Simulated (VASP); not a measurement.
# Al in VASP: single point with PBEsol

Aim: the single point of Al with PBEsol.

All numbers are computed with VASP 6.6.1; they aren't measurements. Logs are shortened: lines on timing, memory, paths and dates and some standing lists are left out, and cuts for length are marked.

**1. The cell of the first run**

The cell holds a slab with vacuum, 9 atoms: a = 2.836 Å, b = 9.744 Å, c = 18.750 Å, α = 90.00°, β = 90.00°, γ = 98.37°.

**2. Single point, PBEsol**

Contents of INCAR:

```
  ALGO = Fast
  DIPOL = 0.5 0.5 0.502
  EDIFF = 1E-7
  ENCUT = 520
  GGA = PS
  IDIPOL = 3
  ISIF = 2
  ISMEAR = 0
  ISYM = 0
  LASPH = T
  LCHARG = T
  LDIPOL = T
  LELF = T
  LREAL = F
  LVACPOTAV = T
  LVHAR = T
  LWAVE = F
  NBANDS = 24
  NELM = 80
  PREC = Accurate
  SIGMA = 0.1
```

Contents of KPOINTS:

```
k-points
0
Gamma
  10 3 1
```

Contents of POSCAR:

```
Al
1.0
    2.8360890836      0.0000000000      0.0000000000
   -1.4180445418      9.6401013232      0.0000000000
    0.0000000000      0.0000000000     18.7501387208
Al
9
Direct
    0.5324569575      0.0649139150      0.3733305713
    0.6709806898      0.3419613796      0.4261094999
    0.2986854362      0.5973708725      0.4366652856
    0.9263901827      0.8527803654      0.4472210714
    0.0640247854      0.1277465523      0.5003183255
    0.2000840310      0.4041004175      0.5598887547
    0.8287416372      0.6594765630      0.5681006710
    0.4529560437      0.9112537656      0.5777705798
    0.5925587481      0.1816395522      0.6267888302
```

Potentials or basis: VASP PAW PBE potentials, release 64 (Al).

Run with:

```console
> cat potpaw_PBE.64/Al/POTCAR > POTCAR
> mpirun -np 1 vasp_std > vasp.out
```

OUTCAR:

```text
EDIFF = 1E-7
   ENCUT = 520
   GGA = PS
   ISIF = 2
   ISMEAR = 0
   ISYM = 0
   LASPH = T
   LREAL = F
   NELM = 80
   PREC = Accurate

 ion  position               nearest neighbor table
   1  0.532  0.065  0.373-   5 2.84   5 2.84   2 2.85   4 2.85   4 2.85
   2  0.671  0.342  0.426-   3 2.85   1 2.85   3 2.85   5 2.87   5 2.87   6 2.94   6 2.95
   3  0.299  0.597  0.437-   2 2.85   4 2.85   2 2.85   4 2.85   7 2.90   7 2.91   6 2.97
   4  0.926  0.853  0.447-   5 2.83   3 2.85   3 2.85   1 2.85   1 2.85   8 2.88   8 2.89   7 2.93

   5  0.064  0.128  0.500-   9 2.81   9 2.81   4 2.83   1 2.84   1 2.84   2 2.87   2 2.87   6 2.89
                             8 2.91   8 2.92
   6  0.200  0.404  0.560-   7 2.84   7 2.85   9 2.86   9 2.87   5 2.89   2 2.94   2 2.95   3 2.97

   7  0.829  0.659  0.568-   8 2.81   8 2.82   6 2.84   6 2.85   3 2.90   3 2.91   4 2.93
   8  0.453  0.911  0.578-   9 2.76   7 2.81   7 2.82   4 2.88   4 2.89   5 2.91   5 2.92
   9  0.593  0.182  0.627-   8 2.76   5 2.81   5 2.81   6 2.86   6 2.87

IMPORTANT INFORMATION: All symmetrisations will be switched off!
NOSYMM: (Re-)initialisation of all symmetry stuff for point group C_1.

----------------------------------------------------------------------------------------

                                     Primitive cell

  volume of cell :     512.6323

  direct lattice vectors                    reciprocal lattice vectors
     2.836089084  0.000000000  0.000000000     0.352598233  0.051866675  0.000000000
    -1.418044542  9.640101323  0.000000000     0.000000000  0.103733350  0.000000000
     0.000000000  0.000000000 18.750138721     0.000000000  0.000000000  0.053332939

  length of vectors
     2.836089084  9.743839276 18.750138721     0.356392573  0.103733350  0.053332939

  position of ions in fractional coordinates (direct lattice)
     0.532456958  0.064913915  0.373330571
     0.670980690  0.341961380  0.426109500
     0.298685436  0.597370873  0.436665286
     0.926390183  0.852780365  0.447221071
     0.064024785  0.127746552  0.500318325
     0.200084031  0.404100417  0.559888755
     0.828741637  0.659476563  0.568100671
     0.452956044  0.911253766  0.577770580
     0.592558748  0.181639552  0.626788830

  ion indices of the primitive-cell ions
   primitive index   ion index
                 1           1
                 2           2
                 3           3
                 4           4
                 5           5
                 6           6
                 7           7
                 8           8
                 9           9

----------------------------------------------------------------------------------------

[... 98 lines left out ...]
   EFERMI_NEDOS =   21; number of points for ismear=-14 and -15
   IALGO  =     68    algorithm
   IMIX   =      4    mixing-type and parameters
     AMIX     =   0.40;   BMIX     =  1.00
     AMIX_MAG =   1.60;   BMIX_MAG =  1.00
  volume/ion in A,a.u.               =      56.96       384.38
  Fermi-wavevector in a.u.,A,eV,Ry     =   0.613659  1.159648  5.123654  0.376578
  Thomas-Fermi vector in A             =   1.670389
   LORBIT       =      0    0 simple, 1 ext, 2 COOP (PROOUT), +10 PAW based schemes
   GGA     = PS    functional components
   LHFCALC =     F    Hartree Fock is set to
   AEXX    =    0.0000 exact exchange contribution
   IVDW    =     0    specifies the selected vdW correction
   LEPSILON=     F    determine dielectric tensor
   LRPA    =     F    only Hartree local field effects (RPA)
 non-spin polarized calculation
 RMM-DIIS sequential band-by-band and
 Gauss-broadening in eV      SIGMA  =   0.10
  energy-cutoff  :      520.00
  volume of cell :      512.63
 maximum number of plane-waves:     13832
 NGX is ok and might be reduce to    24
   NGX = 11   NGY = 37   NGZ = 69

 dipolmoment           0.000000      0.000000      0.000105 electrons x Angstroem

 number of electron      27.0000000 magnetization

 dipolmoment           0.000000      0.000000     -0.001353 electrons x Angstroem

 Free energy of the ion-electron system (eV)
  ---------------------------------------------------
  ext. energy  EPLUGINS =         0.00000000
  ---------------------------------------------------
  free energy    TOTEN  =       -33.25471257 eV

  energy without entropy =      -33.23123799  energy(sigma->0) =      -33.24297528

 E-fermi :  -0.5912     XC(G=0):  -4.0048

 val. band max:       -0.6082499191   @ k =   0.5000   0.3333   0.0000
 cond. band min:      -0.5732753642   @ k =   0.4000  -0.0000   0.0000
 fundamental gap:      0.0349745549
 Fermi energy:        -0.5912092468

 k-point     1 :       0.0000    0.0000    0.0000
  band No.  band energies     occupation
      1     -10.7789      2.00000
      2      -9.2192      2.00000
      3      -9.1180      2.00000
      4      -8.4488      2.00000
      5      -6.6033      2.00000
      6      -6.5765      2.00000
[... 421 lines left out ...]
     23       3.6131      0.00000
     24       3.9259      0.00000

------------------------ aborting loop because EDIFF is reached ----------------------------------------

  FORCE on cell =-STRESS in cart. coord.  units (eV):
  Direction    XX          YY          ZZ          XY          YZ          ZX
  --------------------------------------------------------------------------------------
  -------------------------------------------------------------------------------------
  Total       -6.0815284     -6.4371366     -0.0759823      0.1751993     -0.2773322      0.0008565
  in kB      -19.0071661    -20.1185816     -0.2374744      0.5475668     -0.8667720      0.0026769
  external PRESSURE =     -13.1210740 kB  Pullay stress =       0.0000000 kB

 VOLUME and BASIS-vectors are now :
 -----------------------------------------------------------------------------
  energy-cutoff  :      520.00
  volume of cell :      512.63
      direct lattice vectors                 reciprocal lattice vectors
     2.836089084  0.000000000  0.000000000     0.352598233  0.051866675  0.000000000
    -1.418044542  9.640101323  0.000000000     0.000000000  0.103733350  0.000000000
     0.000000000  0.000000000 18.750138721     0.000000000  0.000000000  0.053332939

 POSITION                                       TOTAL-FORCE (eV/Angst)
 -----------------------------------------------------------------------------------
      1.41804      0.62578      7.00000        -0.006107      0.158586      0.038440
      1.41804      3.29654      7.98961         0.004349      0.032608      0.061488
     -0.00000      5.75872      8.18753         0.000899     -0.069163      0.027200
      1.41804      8.22089      8.38546         0.002891     -0.104408     -0.130517
      0.00043      1.23149      9.38104         0.001353      0.009168      0.001282
     -0.00558      3.89557     10.49799         0.001594     -0.009326     -0.004318
      1.41522      6.35742     10.65197        -0.003600     -0.008157      0.000285
     -0.00757      8.78458     10.83328        -0.002602     -0.002106      0.000310
      1.42298      1.75102     11.75238         0.001223     -0.007202      0.005830
 -----------------------------------------------------------------------------------
    total drift:                                0.000005     -0.000014     -0.000012

  FREE ENERGIE OF THE ION-ELECTRON SYSTEM (eV)
  ---------------------------------------------------
  free  energy   TOTEN  =       -33.2547125719 eV

  energy  without entropy=      -33.2312379917  energy(sigma->0) =      -33.24297528

 vacuum level on the upper side and lower side of the slab         3.612         3.621
```

OSZICAR:

```text
N       E                     dE             d eps       ncg     rms          rms(c)
DAV:   1     0.835201433326E+02    0.83520E+02   -0.76241E+03   768   0.753E+02
DAV:   2    -0.292496796160E+02   -0.11277E+03   -0.10728E+03  1112   0.130E+02
DAV:   3    -0.346477845741E+02   -0.53981E+01   -0.52745E+01  1024   0.286E+01
[... 17 lines left out ...]
RMM:  21    -0.332547103969E+02   -0.50012E-05   -0.10421E-06   870   0.396E-03    0.109E-03
RMM:  22    -0.332547117080E+02   -0.13111E-05   -0.26350E-07   770   0.246E-03    0.693E-04
RMM:  23    -0.332547122871E+02   -0.57910E-06   -0.10989E-07   717   0.171E-03    0.349E-04
RMM:  24    -0.332547124855E+02   -0.19836E-06   -0.57940E-08   659   0.126E-03    0.927E-05
RMM:  25    -0.332547125719E+02   -0.86458E-07   -0.19796E-08   585   0.922E-04
   1 F= -.33254713E+02 E0= -.33242975E+02  d E =-.234746E-01
```

Wall time 11 min (1 thread of Intel Xeon 8259CL, shared host); peak memory 0.57 GiB.

Results:

* Free energy: -33.2547 eV
* Largest force: 0.167 eV/Å

Forces in eV/Å, atoms in the order of the input:
```
Al  -0.006  0.159  0.038
Al   0.004  0.033  0.061
Al   0.001 -0.069  0.027
Al   0.003 -0.104 -0.131
Al   0.001  0.009  0.001
Al   0.002 -0.009 -0.004
Al  -0.004 -0.008  0.000
Al  -0.003 -0.002  0.000
Al   0.001 -0.007  0.006
```

Caveat: the PAW data sets were made with another functional, which shifts forces and pressure a little.
